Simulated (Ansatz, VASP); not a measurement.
## Two plane-wave programs on ScIn3Rh

INCAR

```
SYSTEM = ScIn3Rh
  PREC = Accurate
  ENCUT = 500
  EDIFF = 1E-7
  ISMEAR = 0
  SIGMA = 0.1
  LREAL = .False.
  LASPH = .True.
  NELM = 120
  ALGO = Normal
  ISIF = 3
  LWAVE = .False.
  LCHARG = .False.
  GGA = PE
  IBRION = 2
  NSW = 90
  EDIFFG = -0.04
  GGA_COMPAT = .False.
  NELMIN = 4
```

Contents of KPOINTS:

```
Automatic mesh
0
Gamma
  4 4 4
  0 0 0
```

POSCAR

```
ScIn3Rh
1.0
    4.4457403600      0.0000000000      0.0000000000
    0.0000000000      4.4457403600      0.0000000000
    0.0000000000      0.0000000000      4.4457403600
Sc In Rh
1 3 1
Direct
    0.0000000000      0.0000000000      0.0000000000
    0.5000000000      0.5000000000      0.0000000000
    0.0000000000      0.5000000000      0.5000000000
    0.5000000000      0.0000000000      0.5000000000
    0.5000000000      0.5000000000      0.5000000000
```

Input for Ansatz:

```yaml
crystal:
  lattice:
    - [4.44574036, 0.0, 0.0]
    - [0.0, 4.44574036, 0.0]
    - [0.0, 0.0, 4.44574036]
  atoms:
    - { symbol: Sc, position: [0.0, 0.0, 0.0] }
    - { symbol: In, position: [0.5, 0.5, 0.0] }
    - { symbol: In, position: [0.0, 0.5, 0.5] }
    - { symbol: In, position: [0.5, 0.0, 0.5] }
    - { symbol: Rh, position: [0.5, 0.5, 0.5] }
basis:
  ecutwfc: 420
kpoints:
  mp_grid: { grid: [4, 4, 4] }
hamiltonian:
  xc: pbe
scf:
  occupations: { method: gaussian, width: 0.1 }
  lower_state_search: "off"
output:
  forces: true
  stress: true
  eigenvalues: true
relax:
  adjacent_minimum: "off"
  f_tol: 0.04
  max_steps: 70
  cell: { stress_tol: 0.4 }
```

Change from the starting cell: species swapped into the KNiF3 type (Pm-3m, No. 221).

Alike in both runs: task relaxation of cell and atoms; functional PBE; k mesh 4 × 4 × 4; occupations gaussian, width 0.1 eV; no spin polarisation.

```csv
,VASP,Ansatz
version,VASP 6.6.1,Ansatz 0.2.0
potentials or method,"VASP PAW PBE potentials, release 64 (Sc_sv, In_d, Rh_pv), cutoff 500 eV","scalar-relativistic, plane waves, PAW"
valence electrons in the cell,65,67
```

VASP gave:

| Item | Value |
| --- | --- |
| gap on the k mesh at the Fermi level, each at its own relaxed structure (eV) | none |
| relaxed volume (Å³/atom) | 25.67 |
| relaxed length of the cell vector where the two differ most in proportion (Å) | 5.044 |

Question: Which values does Ansatz return?

Answer: gap on the k mesh at the Fermi level, each at its own relaxed structure (eV): none; relaxed volume (Å³/atom): 25.70; relaxed length of the cell vector where the two differ most in proportion (Å): 5.046.

A gap of «none» marks a metal or a gap that the smearing closes. VASP's potentials hold 65 valence electrons a cell and Ansatz's 67, so a difference there can come from the potentials and not from the codes.

Noted on VASP's run: the volume moved by over 15 % at a fixed basis, so the end points are rough.
